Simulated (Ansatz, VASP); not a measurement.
**HfH6: VASP beside Ansatz**

```xyz
7
Lattice="4.7860 0.0000 0.0000 0.0000 4.7860 0.0000 0.0000 0.0000 2.7587" Properties=species:S:1:pos:R:3 pbc="T T T"
Hf    0.0000    0.0000    0.0000
H     0.5395    3.3064    1.3793
H     4.2465    1.4796    1.3793
H     1.4796    0.5395    1.3793
H     3.3064    4.2465    1.3793
H     0.0000    2.3930    1.3793
H     2.3930    0.0000    1.3793
```

Alike in both runs: functional PBE; k mesh 4 × 4 × 6; occupations gaussian, width 0.1 eV; no spin polarisation.

Ansatz relaxed the structure, and its values are those at the end. VASP's run is a single point on that final structure, the one shown.

|  | VASP | Ansatz |
| --- | --- | --- |
| version | VASP 6.6.1 | Ansatz 0.2.0 |
| potentials or method | VASP PAW PBE potentials, release 64 (Hf_pv, H), cutoff 520 eV | scalar-relativistic, plane waves, PAW |
| valence electrons in the cell | 16 | 32 |

Ansatz gave:

| Quantity | Value |
| --- | --- |
| gap on the k mesh at the Fermi level (eV) | none |
| pressure (GPa) | 0.4 |
| rms of the force components (eV/Å) | 0.003 |

Q: Which values does VASP return?

A: gap on the k mesh at the Fermi level (eV): none; pressure (GPa): -0.1; rms of the force components (eV/Å): 0.003.

A gap of «none» marks a metal or a gap that the smearing closes. With one functional, cell and mesh, what is left measures potentials, basis and numerics. VASP's potentials hold 16 valence electrons a cell and Ansatz's 32, so a difference there can come from the potentials and not from the codes.

The k mesh is coarse, so the values compare programs but aren't converged. Neither program's run includes spin-orbit coupling.
